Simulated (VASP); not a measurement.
**Sc: relaxation of cell and atoms with LDA**

Sc:

```
Sc
1.0
     3.30900    0.00000    0.00000
    -1.65450    2.86568    0.00000
     0.00000    0.00000    5.27330
Sc
2
Cartesian
  0.0000 1.9105 1.3183
  1.6545 0.9552 3.9550
```

```yaml
Program: VASP 6.6.1
Task: relaxation of cell and atoms
Functional: LDA
Potentials_or_basis: VASP PAW LDA potentials, release 64 (Sc_sv)
Cutoff: 600 eV
k_mesh: 9 × 9 × 5
Occupations: fermi-dirac, width 0.02 eV
Spin: no spin polarisation
Dipole_correction: no
Further_INCAR_settings: ALGO = Normal; EDIFF = 1e-06; IBRION = 2; EDIFFG = -0.01; NSW = 50; ISIF = 3
```

```
Relaxed volume                         : 22.57 Å³/atom
Relaxed cell                           : a = 3.232 Å, b = 3.232 Å, c = 4.991 Å, α = 90.00°, β = 90.00°, γ = 120.00°
Space group after relaxing (to 0.05 Å) : P6_3/mmc (No. 194)
Energy gained by relaxing              : 45.8 meV/atom
Ionic steps                            : 9
Pressure after relaxing                : 0.0 GPa
Band gap on the k mesh                 : zero (band 11 reaches 4.98 eV, above the bottom of band 12 at 3.37 eV)
```

Step by step:
```csv
step,energy change (eV),largest force (eV/Å),pressure (GPa),volume (Å³)
1,0.0000,0.0000,-5.28,50.00
2,-0.0858,0.0000,1.28,44.27
3,-0.0889,0.0000,0.15,45.09
4,-0.0888,0.0000,0.01,45.19
5,-0.0906,0.0000,-0.05,45.22
6,-0.0913,0.0000,-0.11,45.26
7,-0.0915,0.0000,-0.09,45.24
8,-0.0915,0.0000,-0.10,45.25
9,-0.0915,0.0000,0.05,45.14
```

Final structure:
```
Sc
1.0
     3.23164    0.00000    0.00000
    -1.61582    2.79869    0.00000
     0.00000    0.00000    4.99072
Sc
2
Direct
  0.33333 0.66667 0.25000
  0.66667 0.33333 0.75000
```

Levels at points of the mesh, in eV from the Fermi level:
```csv
k point,band 8,band 9,band 10,band 11,band 12,band 13,band 14,band 15
"(0.00, 0.00, 0.00)",-27.25,-5.22,-1.75,1.00,1.63,1.63,1.99,2.15
```

Wall time 110 s on 1 thread of Intel(R) Xeon(R) Platinum 8375C CPU @ 2.90GHz (Ice Lake), on a shared host, peak memory 0.18 GiB.

LDA usually gives volumes a few per cent too small. Zero-point motion and thermal expansion aren't in these numbers.
